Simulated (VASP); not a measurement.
# Cr (Im-3m) in VASP: notebook

The runs below take Cr through single point, with PBE.

Program: VASP 6.6.1. These are calculated values, not measurements. Logs are shortened: lines on timing, memory, paths and dates and some standing lists are left out, and cuts for length are marked.

### 1 The cell of the first run

It takes space group Im-3m (No. 229, cubic). Conventional cell: a = 2.910 Å, b = 2.910 Å, c = 2.910 Å, α = 90.00°, β = 90.00°, γ = 90.00°. Within 3.3 Å of Cr (site symmetry m-3m) lie 14 Cr at 2.52 to 2.91 Å.

### 2 Single point, PBE

The input, INCAR:

```
ALGO     = Normal         # electronic algorithm
EDIFF    = 1E-6           # SCF threshold, eV
ENCUT    = 500            # plane-wave cutoff, eV
GGA      = PE             # functional
GGA_COMPAT= F            
ISIF     = 2              # what is computed and relaxed
ISMEAR   = -1             # smearing method
ISYM     = 0            
LASPH    = T              # aspherical terms in the spheres
LCHARG   = T              # write CHGCAR
LELF     = T              # ELF
LREAL    = F              # projectors in reciprocal space
LVHAR    = T            
LWAVE    = F              # write WAVECAR
NBANDS   = 19             # bands
NELM     = 120            # most SCF steps
PREC     = Accurate       # precision mode
SIGMA    = 0.1            # smearing width, eV
```

The input, KPOINTS:

```
k-points
0
Gamma
  13 12 7
```

The input, POSCAR:

```
Cr
1.0
    1.4550000000     -1.4550000000     -1.4550000000
   -2.9100000000      0.0000000000      0.0000000000
    0.0000000000      2.9100000000     -2.9100000000
Cr
2
Direct
    0.0000000000      0.0000000000      0.0000000000
    0.0000000000      0.5000000000      0.5000000000
```

Potentials or basis: VASP PAW PBE potentials, release 64 (Cr_pv).

Launch:

```sh
$ cat potpaw_PBE.64/Cr_pv/POTCAR > POTCAR
$ mpirun -np 1 vasp_std > vasp.out
```

OUTCAR:

```text
EDIFF = 1E-6
   ENCUT = 500
   GGA = PE
   ISIF = 2
   ISMEAR = -1
   ISYM = 0
   LASPH = T
   LREAL = F
   NELM = 120
   PREC = Accurate

 ion  position               nearest neighbor table
   1  0.000  0.000  0.000-   2 2.52   2 2.52   2 2.52   2 2.52   2 2.91   2 2.91   2 2.91   2 2.91

   2  0.000  0.500  0.500-   1 2.52   1 2.52   1 2.52   1 2.52   1 2.91   1 2.91   1 2.91   1 2.91

IMPORTANT INFORMATION: All symmetrisations will be switched off!
NOSYMM: (Re-)initialisation of all symmetry stuff for point group C_1.

----------------------------------------------------------------------------------------

                                     Primitive cell

  volume of cell :      24.6422

  direct lattice vectors                    reciprocal lattice vectors
     1.455000000 -1.455000000 -1.455000000     0.000000000 -0.343642612 -0.343642612
    -2.910000000  0.000000000  0.000000000    -0.343642612 -0.171821306 -0.171821306
     0.000000000  2.910000000 -2.910000000     0.000000000  0.171821306 -0.171821306

  length of vectors
     2.520133925  2.910000000  4.115361467     0.485984042  0.420874526  0.242992021

  position of ions in fractional coordinates (direct lattice)
     0.000000000  0.000000000  0.000000000
     0.000000000  0.500000000  0.500000000

  ion indices of the primitive-cell ions
   primitive index   ion index
                 1           1
                 2           2

----------------------------------------------------------------------------------------

 KPOINTS: k-points

Automatic generation of k-mesh.
 Grid dimensions read from file:
 generate k-points for:   13   12    7

 Generating k-lattice:

  Cartesian coordinates                     Fractional coordinates (reciprocal lattice)
     0.000000000 -0.026434047 -0.026434047     0.076923077  0.000000000  0.000000000
    -0.028636884 -0.014318442 -0.014318442     0.000000000  0.083333333  0.000000000
     0.000000000  0.024545901 -0.024545901     0.000000000  0.000000000  0.142857143

  Length of vectors
     0.037383388  0.035072877  0.034713146

  Shift w.r.t. Gamma in fractional coordinates (k-lattice)
     0.000000000  0.000000000  0.000000000

 -----------------------------------------------------------------------------
|                                                                             |
|           W    W    AA    RRRRR   N    N  II  N    N   GGGG   !!!           |
|           W    W   A  A   R    R  NN   N  II  NN   N  G    G  !!!           |
|           W    W  A    A  R    R  N N  N  II  N N  N  G       !!!           |
|           W WW W  AAAAAA  RRRRR   N  N N  II  N  N N  G  GGG   !            |
|           WW  WW  A    A  R   R   N   NN  II  N   NN  G    G                |
|           W    W  A    A  R    R  N    N  II  N    N   GGGG   !!!           |
|                                                                             |
|     Your reciprocal lattice and k-lattice belong to different lattice       |
|     classes:                                                                |
|                                                                             |
|        The reciprocal lattice is base centered orthorhombic,                |
|        whereas your k-lattice is simple monoclinic.                         |
|                                                                             |
|     Results are often still useful ...                                      |
|                                                                             |
 -----------------------------------------------------------------------------

 WARNING: IBZKPT: internal override: KBLOWUP is changed to .FALSE.
      ... skipping the blow-up phase ...

 Subroutine IBZKPT returns following result:
 ===========================================

 Found    547 irreducible k-points:

 Following reciprocal coordinates:
            Coordinates               Weight
  0.000000  0.000000  0.000000      1.000000
  0.076923  0.000000  0.000000      2.000000
  0.153846  0.000000  0.000000      2.000000
  0.230769  0.000000  0.000000      2.000000
  0.307692  0.000000  0.000000      2.000000
  0.384615  0.000000  0.000000      2.000000
[... 16 lines left out ...]
  0.153846  0.166667  0.000000      2.000000
  0.230769  0.166667  0.000000      2.000000
 [... further k-points ...]
   k-points           NKPTS =    547   k-points in BZ     NKDIM =    547   number of bands    NBANDS=     19
   number of dos      NEDOS =    301   number of ions     NIONS =      2
   total plane-waves  NPLWV =  12960
   dimension x,y,z NGX =    18 NGY =   24 NGZ =   30
   dimension x,y,z NGXF=    36 NGYF=   48 NGZF=   60
   ions per type =               2
   NGX,Y,Z   is equivalent  to a cutoff of  11.87, 13.71, 12.12 a.u.
   NGXF,Y,Z  is equivalent  to a cutoff of  23.75, 27.42, 24.24 a.u.
 SYSTEM =  unknown system
   PREC   = accura    normal or accurate (medium, high low for compatibility)
   ISTART =      0    job   : 0-new  1-cont  2-samecut
   ICHARG =      2    charge: 1-file 2-atom 10-const
   ISPIN  =      1    spin polarized calculation?
   LNONCOLLINEAR =      F non collinear calculations
   LSORBIT =      F    spin-orbit coupling
   LASPH  =      T    aspherical Exc in radial PAW
   ENCUT  =  500.0 eV  36.75 Ry    6.06 a.u.   4.59  5.31  7.50*2*pi/ulx,y,z
   NELM   =    120;   NELMIN=  2; NELMDL= -5     # of ELM steps
   EDIFF  = 0.1E-05   stopping-criterion for ELM
   LREAL  =      F    real-space projection
   EDIFFG = 0.1E-04   stopping-criterion for IOM
   NSW    =      0    number of steps for IOM
   IBRION =     -1    ionic relax: 0-MD 1-quasi-New 2-CG
   NFREE  =      0    steps in history (QN), initial steepest desc. (CG)
   ISIF   =      2    stress and relaxation
   ISYM   =      0    0-nonsym 1-usesym 2-fastsym
   POTIM  = 0.5000    time-step for ionic-motion
   TEBEG  =    0.0;   TEEND  =   0.0 temperature during run
   PSTRESS=    0.0 pullay stress
   NELECT =      24.0000    total number of electrons
   NUPDOWN=      -1.0000    fix difference up-down
   EMIN   =  10.00;   EMAX   =-10.00  energy-range for DOS
   EFERMI =   0.00;   METHOD = LEGACY
   ISMEAR =    -1;   SIGMA  =   0.10  broadening in eV -4-tet -1-fermi 0-gaus
   EFERMI_NEDOS =   21; number of points for ismear=-14 and -15
   IALGO  =     38    algorithm
   IMIX   =      4    mixing-type and parameters
     AMIX     =   0.40;   BMIX     =  1.00
     AMIX_MAG =   1.60;   BMIX_MAG =  1.00
  volume/ion in A,a.u.               =      12.32        83.15
  Fermi-wavevector in a.u.,A,eV,Ry     =   1.622752  3.066557 35.828566  2.633325
  Thomas-Fermi vector in A             =   2.716314
   LORBIT       =      0    0 simple, 1 ext, 2 COOP (PROOUT), +10 PAW based schemes
   GGA     = PE    functional components
   LHFCALC =     F    Hartree Fock is set to
   AEXX    =    0.0000 exact exchange contribution
   IVDW    =     0    specifies the selected vdW correction
   LEPSILON=     F    determine dielectric tensor
   LRPA    =     F    only Hartree local field effects (RPA)
 non-spin polarized calculation
  energy-cutoff  :      500.00
  volume of cell :       24.64
 maximum number of plane-waves:       639
   NGX =  9   NGY = 11   NGZ = 15

 number of electron      23.9999986 magnetization

 Free energy of the ion-electron system (eV)
  ---------------------------------------------------
  ext. energy  EPLUGINS =         0.00000000
  ---------------------------------------------------
  free energy    TOTEN  =       -18.98125178 eV

  energy without entropy =      -18.93167637  energy(sigma->0) =      -18.95646407

 E-fermi :  10.0698     XC(G=0): -13.3030

 val. band max:       10.0665305430   @ k =  -0.1538   0.0000   0.4286
 cond. band min:      10.0704422510   @ k =  -0.2308   0.0833   0.2857
 fundamental gap:      0.0039117080
 Fermi energy:        10.0698402758

 k-point     1 :       0.0000    0.0000    0.0000
  band No.  band energies     occupation
      1     -33.4730      2.00000
      2     -32.9691      2.00000
      3     -32.7357      2.00000
      4     -32.7325      2.00000
      5     -32.7308      2.00000
      6     -32.7286      2.00000
[... 11 lines left out ...]
     18      12.6614      0.00000
     19      17.1438      0.00000

 k-point     2 :       0.0769    0.0000    0.0000
  band No.  band energies     occupation
      1     -33.4601      2.00000
      2     -32.9854      2.00000
      3     -32.7761      2.00000
      4     -32.7659      2.00000
      5     -32.7453      2.00000
      6     -32.7288      2.00000
[... 11 lines left out ...]
     18      12.7479      0.00000
     19      17.1469      0.00000

 k-point     3 :       0.1538    0.0000    0.0000
  band No.  band energies     occupation
      1     -33.4243      2.00000
      2     -33.0303      2.00000
      3     -32.8978      2.00000
      4     -32.8493      2.00000
      5     -32.7834      2.00000
      6     -32.7293      2.00000
[... 11 lines left out ...]
     18      14.3314      0.00000
     19      17.1452      0.00000

 k-point     4 :       0.2308    0.0000    0.0000
  band No.  band energies     occupation
      1     -33.3735      2.00000
      2     -33.0930      2.00000
      3     -33.0666      2.00000
      4     -32.9653      2.00000
      5     -32.8369      2.00000
      6     -32.7301      2.00000
[... 11 lines left out ...]
     18      15.9626      0.00000
     19      17.1448      0.00000

 k-point     5 :       0.3077    0.0000    0.0000
  band No.  band energies     occupation
      1     -33.3192      2.00000
      2     -33.2425      2.00000
      3     -33.1591      2.00000
      4     -33.0866      2.00000
      5     -32.8932      2.00000
      6     -32.7311      2.00000
[... 11 lines left out ...]
     18      17.1458      0.00000
     19      17.1694      0.00000
[... 334 lines left out ...]
      2     -33.0382      2.00000
      3     -32.8806      2.00000
      4     -32.7926      2.00000
      5     -32.7623      2.00000
      6     -32.7435      2.00000
[... 11 lines left out ...]
     18      14.7266      0.00000
     19      17.1448      0.00000

 k-point    22 :       0.0769    0.1667    0.0000
  band No.  band energies     occupation
      1     -33.3725      2.00000
      2     -33.1140      2.00000
      3     -33.0050      2.00000
      4     -32.8297      2.00000
      5     -32.7655      2.00000
      6     -32.7644      2.00000
[... 11 lines left out ...]
     18      15.7709      0.00000
     19      17.1452      0.00000

 k-point    23 :       0.1538    0.1667    0.0000
  band No.  band energies     occupation
      1     -33.3243      2.00000
      2     -33.1957      2.00000
      3     -33.1442      2.00000
      4     -32.9016      2.00000
      5     -32.8221      2.00000
      6     -32.7697      2.00000
[... 11 lines left out ...]
     18      17.1450      0.00000
     19      17.1768      0.00000

 k-point    24 :       0.2308    0.1667    0.0000
  band No.  band energies     occupation
      1     -33.2739      2.00000
      2     -33.2733      2.00000
      3     -33.2564      2.00000
      4     -32.9996      2.00000
      5     -32.8957      2.00000
      6     -32.7743      2.00000
[... 11 lines left out ...]
     18      17.1462      0.00000
     19      17.1514      0.00000

 [... further k-points ...]
[... 5 lines left out ...]
  --------------------------------------------------------------------------------------
  -------------------------------------------------------------------------------------
  Total       -2.3228398     -2.2865858     -2.2865994     -0.0167120     -0.0077040     -0.0166829
  in kB     -151.0257057   -148.6685526   -148.6694381     -1.0865769     -0.5008940     -1.0846838
  external PRESSURE =    -149.4545655 kB  Pullay stress =       0.0000000 kB

 VOLUME and BASIS-vectors are now :
 -----------------------------------------------------------------------------
  energy-cutoff  :      500.00
  volume of cell :       24.64
      direct lattice vectors                 reciprocal lattice vectors
     1.455000000 -1.455000000 -1.455000000     0.000000000 -0.343642612 -0.343642612
    -2.910000000  0.000000000  0.000000000    -0.343642612 -0.171821306 -0.171821306
     0.000000000  2.910000000 -2.910000000     0.000000000  0.171821306 -0.171821306

 POSITION                                       TOTAL-FORCE (eV/Angst)
 -----------------------------------------------------------------------------------
      0.00000      0.00000      0.00000         0.000001     -0.000000     -0.000001
     -1.45500      1.45500     -1.45500        -0.000001      0.000000      0.000001
 -----------------------------------------------------------------------------------
    total drift:                               -0.000001      0.000001      0.000002

  FREE ENERGIE OF THE ION-ELECTRON SYSTEM (eV)
  ---------------------------------------------------
  free  energy   TOTEN  =       -18.9812517753 eV

  energy  without entropy=      -18.9316763654  energy(sigma->0) =      -18.95646407
```

Run time: 2.4 min. Hardware: 1 thread of Oxide Virtual Turin-like, shared host; peak memory 0.26 GiB.

What came out:

```
Free energy            : -18.9813 eV
Pressure               : -14.9 GPa
Band gap on the k mesh : zero (bands 12 and 13 overlap by 1.68 eV)
```

Levels at points of the mesh, in eV from the Fermi level:
```csv
k point,band 8,band 9,band 10,band 11,band 12,band 13,band 14,band 15,band 16,band 17
"(0.00, 0.00, 0.00)",-4.11,-2.24,-0.83,-0.82,-0.82,0.98,1.05,1.06,1.06,1.36
"(0.00, 0.50, 0.00)",-3.13,-2.19,-2.19,-1.53,-1.53,0.86,0.86,1.48,1.48,4.13
```

Caveat: the cell stands under tension; the run has no spin polarisation, though such a crystal can be magnetic.

### 3 Single point, PBE, collinear spin, zero start

The input, INCAR:

```
  PREC = Accurate
  ENCUT = 500
  EDIFF = 1E-6
  ISMEAR = -1
  SIGMA = 0.1
  LREAL = False
  LASPH = True
  NELM = 200
  ALGO = Normal
  ISIF = 2
  LWAVE = False
  LCHARG = True
  ISPIN = 2
  MAGMOM = 0 0
  LORBIT = 11
  LMAXMIX = 4
  GGA = PE
  LELF = True
  LVHAR = True
  NBANDS = 23
  ISYM = 0
  GGA_COMPAT = False
```

The input, KPOINTS:

```
Automatic mesh
0
Gamma
  13 12 7
```

POSCAR is that of step 2.

Potentials or basis: VASP PAW PBE potentials, release 64 (Cr_pv).

Launch:

```sh
$ cat potpaw_PBE.64/Cr_pv/POTCAR > POTCAR
$ mpirun -np 1 vasp_std > vasp.out
```

It took 8.3 min on 1 thread of Oxide Virtual Turin-like, shared host; peak memory 0.42 GiB.

The run converged. Its results:

```
Free energy                                           : -18.9813 eV
Pressure                                              : -14.9 GPa
Band gap on the k mesh                                : zero (filled and empty bands overlap)
Net moment                                            : 0.00 μB per cell
Valence electrons inside the program's atomic spheres : Cr 10.92
```

Stress tensor (GPa, compression positive):
```
-15.10  -0.11  -0.11
 -0.11 -14.87  -0.05
 -0.11  -0.05 -14.87
```

Levels at points of the mesh, in eV from the Fermi level:
Spin up:
| k point | band 10 | band 11 | band 12 | band 13 | band 14 | band 15 |
| --- | --- | --- | --- | --- | --- | --- |
| (0.00, 0.00, 0.00) | -0.83 | -0.82 | -0.82 | 0.98 | 1.05 | 1.06 |
| (0.00, 0.50, 0.00) | -2.19 | -1.53 | -1.53 | 0.86 | 0.86 | 1.48 |
Spin down:
```tsv
k point	band 8	band 9	band 10	band 11	band 12	band 13	band 14	band 15	band 16	band 17
(0.00, 0.00, 0.00)	-4.11	-2.24	-0.83	-0.82	-0.82	0.98	1.05	1.06	1.06	1.36
(0.00, 0.50, 0.00)	-3.13	-2.19	-2.19	-1.53	-1.53	0.86	0.86	1.48	1.48	4.13
```

Caveat: the cell stands under tension; an empty level that is flat over the whole mesh can mark a ghost state of the potentials, or a narrow d or f band; no moment was typed at the start, so none could form.
